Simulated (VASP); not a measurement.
## PrBOs4: single point with PBE

PrBOs4:

```
CELL_PARAMETERS angstrom
3.75062 0.00000 0.00000
0.00000 3.75062 0.00000
0.00000 0.00000 7.64143
ATOMIC_POSITIONS crystal
Pr 0.50000 0.50000 0.50000
B 0.00000 0.00000 0.00000
Os 0.50000 0.00000 0.83569
Os 0.00000 0.50000 0.16431
Os 0.50000 0.00000 0.16431
Os 0.00000 0.50000 0.83569
```

The cell was generated, and may not be a known phase.

```json
{"Program": "VASP 6.6.1", "Task": "single point", "Functional": "PBE", "Potentials or basis": "VASP PAW PBE potentials, release 64 (Pr_3, B, Os), 4f in core", "Cutoff": "600 eV", "k mesh": "6 × 6 × 2", "Occupations": "gaussian, width 0.1 eV", "Spin": "no spin polarisation"}
```

```yaml
Pressure: 0.5 GPa
Largest_force: 0.043 eV/Å
Band_gap_on_the_k_mesh: zero (bands 23 and 24 overlap by 1.76 eV)
```

Forces on the atoms (eV/Å):
```
Pr   0.000  0.000  0.000
B    0.000  0.000  0.000
Os   0.000  0.000 -0.043
Os   0.000  0.000  0.043
Os   0.000  0.000  0.043
Os   0.000  0.000 -0.043
```

Stress tensor (GPa, compression positive):
```
0.53 0.00 0.00
0.00 0.53 0.00
0.00 0.00 0.45
```

Levels at points of the mesh, in eV from the Fermi level:
```tsv
k point	band 19	band 20	band 21	band 22	band 23	band 24	band 25	band 26	band 27	band 28
(0.00, 0.00, 0.00)	-1.24	-0.62	0.56	1.00	1.00	1.28	1.50	1.67	1.96	2.79
(0.50, 0.00, 0.00)	-2.08	-1.99	-0.98	-0.90	-0.69	-0.57	-0.47	-0.36	-0.03	0.23
(0.50, 0.50, 0.00)	-1.28	-1.28	-1.03	-0.65	-0.60	-0.60	-0.15	1.33	1.46	1.63
(0.00, 0.00, 0.50)	-1.49	-1.08	-0.34	1.15	1.15	1.37	1.66	1.80	1.80	1.95
(0.50, 0.00, 0.50)	-2.05	-1.96	-1.76	-1.10	-0.99	-0.61	-0.38	-0.34	-0.14	0.82
(0.50, 0.50, 0.50)	-0.71	-0.71	-0.65	-0.11	0.41	0.52	0.52	0.76	0.76	1.44
```

Wall time 74 s on 1 thread of Intel(R) Xeon(R) Platinum 8488C (Sapphire Rapids) (shared host), peak memory 0.27 GiB.

Caveat: the k points lie up to 0.41 Å⁻¹ apart, too coarse for converged energies and pressures of a metal; spin-orbit coupling is left out, which moves the levels of the heavy elements; the 4f electrons are frozen in the core, so they carry no moment and show no levels. Spin polarisation is off, so any magnetic state and its effect on volume and gap are missing.
